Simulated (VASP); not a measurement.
Wanted: the native input for a VASP 6.6.1 run.

```yaml
Task: single point
Functional: PBEsol
Potentials_or_basis: VASP PAW PBE potentials, release 64 (Na_pv)
Cutoff: 520 eV
k_mesh: 12 × 12 × 12
Occupations: fermi-dirac, width 0.1 eV
Spin: no spin polarisation
Dipole_correction: no
Further_INCAR_settings: ALGO = Normal; EDIFF = 1e-07; NBANDS = 10
```

The structure of Na lies in POSCAR:

```
Na
1.0
    0.0000000000      2.7307756471      2.7307756471
    2.7307756471      0.0000000000      2.7307756471
    2.7307756471      2.7307756471      0.0000000000
Na
1
Direct
    0.0000000000      0.0000000000      0.0000000000
```

This cell differs from its parent crystal: volume scaled by 1.12.

One way to write it, as run:

INCAR

```
ALGO     = Normal         # electronic algorithm
EDIFF    = 1E-7           # SCF threshold, eV
ENCUT    = 520            # plane-wave cutoff, eV
GGA      = PS             # functional
ISIF     = 2              # what is computed and relaxed
ISMEAR   = -1             # smearing method
LASPH    = T              # aspherical terms in the spheres
LCHARG   = T              # write CHGCAR
LELF     = T              # ELF
LREAL    = F              # projectors in reciprocal space
LVHAR    = T            
LWAVE    = F              # write WAVECAR
NBANDS   = 10             # bands
NELM     = 80             # most SCF steps
PREC     = Accurate       # precision mode
SIGMA    = 0.1            # smearing width, eV
```

KPOINTS

```
k-points
0
Gamma
  12 12 12
```

Potentials or basis: VASP PAW PBE potentials, release 64 (Na_pv).

The run is started by

```console
$ cat potpaw_PBE.64/Na_pv/POTCAR > POTCAR
$ mpirun -np 1 vasp_std > vasp.out
```

It gave:

```yaml
Pressure: -0.7 GPa
```

Caveat: the PAW data sets were made with another functional, which shifts forces and pressure a little.

Wall time 20 s on 1 thread of Intel(R) Xeon(R) Platinum 8259CL CPU @ 2.50GHz (Skylake/Cascade Lake) (shared host), peak memory 0.17 GiB.
